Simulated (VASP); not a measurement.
# CdS (zincblende type) (F-43m) in VASP: single point with PBE

Aim: the single point of CdS (zincblende type) with PBE.

Program: VASP 6.6.1. These are calculated values, not measurements. Logs are shortened: lines on timing, memory, paths and dates and some standing lists are left out, and cuts for length are marked.

## 1. The cell of the first run

Symmetry: F-43m, No. 216, cubic system. Conventional cell: a = 5.502 Å, b = 5.502 Å, c = 5.502 Å, α = 90.00°, β = 90.00°, γ = 90.00°. Within 3.1 Å of Cd (site symmetry -43m) lie 4 S at 2.38 Å. S (site symmetry -43m) has 4 Cd at 2.38 Å within 3.1 Å.

## 2. Single point, PBE (20.81 Å³/atom)

The input, POSCAR:

```
CdS
1.0
    0.0000000000      2.7507702294      2.7507702294
    2.7507702294      0.0000000000      2.7507702294
    2.7507702294      2.7507702294      0.0000000000
Cd S
1 1
Direct
    0.0000000000      0.0000000000      0.0000000000
    0.2500000000      0.2500000000      0.2500000000
```

The input, INCAR.step1:

```
ALGO = Normal
EDIFF = 1E-6
ENCUT = 520
GGA = PE
ISIF = 2
ISMEAR = -1
LASPH = True
LCHARG = True
LREAL = False
LWAVE = False
NBANDS = 16
NELM = 60
PREC = Accurate
SIGMA = 0.05
```

The input, KPOINTS.step1:

```
k-points
0
Gamma
  13 13 13
```

The input, INCAR.step2:

```
ALGO = Normal
EDIFF = 1E-6
ENCUT = 520
GGA = PE
ICHARG = 11
ISIF = 2
ISMEAR = -5
LASPH = True
LCHARG = False
LORBIT = 10
LREAL = False
LWAVE = False
NEDOS = 1001
NELM = 60
PREC = Accurate
SIGMA = 0.05
```

The input, KPOINTS.step2:

```
k-points
0
Gamma
  20 20 20
```

Potentials or basis: VASP PAW PBE potentials, release 64 (Cd, S).

Run with:

```sh
cat potpaw_PBE.64/Cd/POTCAR potpaw_PBE.64/S/POTCAR > POTCAR
cp INCAR.step1 INCAR
cp KPOINTS.step1 KPOINTS
mpirun -np 1 vasp_std > vasp.out
cp INCAR.step2 INCAR
cp KPOINTS.step2 KPOINTS
mpirun -np 1 vasp_std > vasp.out
```

OUTCAR:

```text
EDIFF = 1E-6
   ENCUT = 520
   GGA = PE
   ICHARG = 11
   ISIF = 2
   ISMEAR = -5
   LASPH = True
   LORBIT = 10
   LREAL = False
   NELM = 60
   PREC = Accurate

 ion  position               nearest neighbor table
   1  0.000  0.000  0.000-   2 2.38   2 2.38   2 2.38   2 2.38
   2  0.250  0.250  0.250-   1 2.38   1 2.38   1 2.38   1 2.38

  LATTYP: Found a face centered cubic cell.
 ALAT       =     5.5015404588

  Lattice vectors:

 A1 = (   0.0000000000,   2.7507702294,   2.7507702294)
 A2 = (   2.7507702294,   0.0000000000,   2.7507702294)
 A3 = (   2.7507702294,   2.7507702294,   0.0000000000)

Analysis of symmetry for initial positions (statically):
=====================================================================
 Subroutine PRICEL returns:
 Original cell was already a primitive cell.

 Routine SETGRP: Setting up the symmetry group for a
 face centered cubic supercell.

 Subroutine GETGRP returns: Found 24 space group operations
 (whereof 24 operations were pure point group operations)
 out of a pool of 48 trial point group operations.

The static configuration has the point symmetry T_d .

Analysis of symmetry for dynamics (positions and initial velocities):
=====================================================================
 Subroutine PRICEL returns:
 Original cell was already a primitive cell.

 Routine SETGRP: Setting up the symmetry group for a
 face centered cubic supercell.

 Subroutine GETGRP returns: Found 24 space group operations
 (whereof 24 operations were pure point group operations)
 out of a pool of 48 trial point group operations.

The dynamic configuration has the point symmetry T_d .

 Subroutine INISYM returns: Found 24 space group operations
 (whereof 24 operations are pure point group operations),
 and found     1 'primitive' translations

----------------------------------------------------------------------------------------

                                     Primitive cell

  volume of cell :      41.6287

  direct lattice vectors                    reciprocal lattice vectors
     0.000000000  2.750770229  2.750770229    -0.181767272  0.181767272  0.181767272
     2.750770229  0.000000000  2.750770229     0.181767272 -0.181767272  0.181767272
     2.750770229  2.750770229  0.000000000     0.181767272  0.181767272 -0.181767272

  length of vectors
     3.890176565  3.890176565  3.890176565     0.314830150  0.314830150  0.314830150

  position of ions in fractional coordinates (direct lattice)
     0.000000000  0.000000000  0.000000000
     0.250000000  0.250000000  0.250000000
[... 98 lines left out ...]
     AMIX     =   0.40;   BMIX     =  1.00
     AMIX_MAG =   1.60;   BMIX_MAG =  1.00
  volume/ion in A,a.u.               =      20.81       140.46
  Fermi-wavevector in a.u.,A,eV,Ry     =   1.237945  2.339377 20.851035  1.532508
  Thomas-Fermi vector in A             =   2.372491
   LORBIT       =     10    0 simple, 1 ext, 2 COOP (PROOUT), +10 PAW based schemes
   GGA     = PE    functional components
   LHFCALC =     F    Hartree Fock is set to
   AEXX    =    0.0000 exact exchange contribution
   IVDW    =     0    specifies the selected vdW correction
   LEPSILON=     F    determine dielectric tensor
   LRPA    =     F    only Hartree local field effects (RPA)
 non-spin polarized calculation
 Fermi weights with tetrahedron method with Bloechl corrections
  energy-cutoff  :      520.00
  volume of cell :       41.63
 maximum number of plane-waves:      1139
 NGX is ok and might be reduce to    30

 number of electron      18.0000005 magnetization

 Free energy of the ion-electron system (eV)
  ---------------------------------------------------
  ext. energy  EPLUGINS =         0.00000000
  ---------------------------------------------------
  free energy    TOTEN  =        -5.58993606 eV

  energy without entropy =       -5.58993606  energy(sigma->0) =       -5.58993606

 E-fermi :   3.0437     XC(G=0): -10.0010

 val. band max:        3.0214380942   @ k =   0.0000   0.0000   0.0000
 cond. band min:       4.5282061081   @ k =   0.0000   0.0000   0.0000
 fundamental gap:      1.5067680139
 Fermi energy:         3.0437344990

 k-point     1 :       0.0000    0.0000    0.0000
  band No.  band energies     occupation
      1     -10.6116      2.00000
      2      -5.5640      2.00000
      3      -5.5640      2.00000
      4      -5.5640      2.00000
      5      -4.7997      2.00000
      6      -4.7997      2.00000
      7       3.0214      2.00000
      8       3.0214      2.00000
      9       3.0214      2.00000
     10       4.5282      0.00000
     11       9.4372      0.00000
     12       9.4372      0.00000
     13       9.4372      0.00000
[... 354 lines left out ...]
  band No.  band energies     occupation
      1     -10.0933      2.00000
      2      -5.3972      2.00000
      3      -5.3925      2.00000
      4      -4.8282      2.00000
      5      -4.7788      2.00000
      6      -4.7122      2.00000
      7      -1.5279      2.00000
      8       1.9264      2.00000
      9       2.1822      2.00000
     10       6.3940      0.00000
     11       9.9028      0.00000
     12      10.0520      0.00000
     13      10.4165      0.00000

 [... further k-points ...]

------------------------ aborting loop because EDIFF is reached ----------------------------------------

  FORCE on cell =-STRESS in cart. coord.  units (eV):
  Direction    XX          YY          ZZ          XY          YZ          ZX
  --------------------------------------------------------------------------------------
  -------------------------------------------------------------------------------------
  Total        5.3628699      5.3628699      5.3628699      0.0000000      0.0000000      0.0000000
  in kB      206.4024773    206.4024773    206.4024773      0.0000000      0.0000000      0.0000000
  external PRESSURE =     206.4024773 kB  Pullay stress =       0.0000000 kB

 VOLUME and BASIS-vectors are now :
 -----------------------------------------------------------------------------
  energy-cutoff  :      520.00
  volume of cell :       41.63
      direct lattice vectors                 reciprocal lattice vectors
     0.000000000  2.750770229  2.750770229    -0.181767272  0.181767272  0.181767272
     2.750770229  0.000000000  2.750770229     0.181767272 -0.181767272  0.181767272
     2.750770229  2.750770229  0.000000000     0.181767272  0.181767272 -0.181767272

 POSITION                                       TOTAL-FORCE (eV/Angst)
 -----------------------------------------------------------------------------------
      0.00000      0.00000      0.00000         0.000000      0.000000      0.000000
      1.37539      1.37539      1.37539        -0.000000     -0.000000     -0.000000
 -----------------------------------------------------------------------------------
    total drift:                               -0.000000     -0.000000     -0.000000

  FREE ENERGIE OF THE ION-ELECTRON SYSTEM (eV)
  ---------------------------------------------------
  free  energy   TOTEN  =        -5.5899360558 eV

  energy  without entropy=       -5.5899360558  energy(sigma->0) =       -5.58993606

 total charge

# of ion       s       p       d       tot
------------------------------------------
    1        0.471   0.453   9.572  10.497
    2        1.319   2.495   0.000   3.813
--------------------------------------------------
tot          1.790   2.948   9.572  14.310
```

OSZICAR.step1:

```text
N       E                     dE             d eps       ncg     rms          rms(c)
DAV:   1     0.112780210693E+03    0.11278E+03   -0.93431E+03  2744   0.106E+03
DAV:   2    -0.204104874145E+01   -0.11482E+03   -0.10836E+03  3264   0.262E+02
DAV:   3    -0.611876897497E+01   -0.40777E+01   -0.40710E+01  3344   0.519E+01
DAV:   4    -0.614194223924E+01   -0.23173E-01   -0.23171E-01  3392   0.384E+00
DAV:   5    -0.614220872756E+01   -0.26649E-03   -0.26649E-03  3336   0.389E-01    0.121E+01
DAV:   6    -0.561695913042E+01    0.52525E+00   -0.78144E-01  4120   0.133E+01    0.908E+00
DAV:   7    -0.558956651180E+01    0.27393E-01   -0.27032E-01  3440   0.371E+00    0.373E+00
DAV:   8    -0.558917901840E+01    0.38749E-03   -0.28968E-02  3320   0.234E+00    0.500E-01
DAV:   9    -0.558901395106E+01    0.16507E-03   -0.32379E-03  3152   0.944E-01    0.794E-02
DAV:  10    -0.558906123517E+01   -0.47284E-04   -0.26663E-04  3544   0.238E-01    0.478E-02
DAV:  11    -0.558910998342E+01   -0.48748E-04   -0.72796E-05  3088   0.674E-02    0.153E-02
DAV:  12    -0.558911127102E+01   -0.12876E-05   -0.13536E-05  3592   0.572E-02    0.847E-03
DAV:  13    -0.558911141680E+01   -0.14578E-06   -0.35464E-06  3312   0.277E-02
   1 F= -.55891114E+01 E0= -.55891114E+01  d E =-.136594E-08
```

It took 3.1 min on 1 thread of Intel Xeon 8259CL, shared host; peak memory 0.28 GiB.

What came out:

* Valence electrons inside the program's atomic spheres: Cd 10.50; S 3.81
